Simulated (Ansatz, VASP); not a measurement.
AgI: VASP beside Ansatz

```xyz
2
Lattice="0.0000 3.2791 3.2791 3.2791 0.0000 3.2791 3.2791 3.2791 0.0000" Properties=species:S:1:pos:R:3 pbc="T T T"
Ag    0.0000    0.0000    0.0000
I     4.9186    4.9186    4.9186
```

Change from the starting cell: volume scaled by 1.04.

Alike in both runs: task single point; functional PBE; k mesh 7 × 7 × 7; occupations fermi-dirac, width 0.01 eV; no spin polarisation.

|  | VASP | Ansatz |
| --- | --- | --- |
| version | VASP 6.6.1 | Ansatz 0.2.0 |
| potentials or method | VASP PAW PBE potentials, release 64 (Ag, I), cutoff 500 eV | all-electron LAPW, scalar-relativistic |

```csv
,VASP,Ansatz,Ansatz less VASP
gap on the k mesh at the Fermi level (eV),1.34,1.34,-0.002
pressure (GPa),0.9,0.9,+0.05
```

Ansatz ran all-electron here, and VASP with PAW potentials.

Spin-orbit coupling is off throughout.
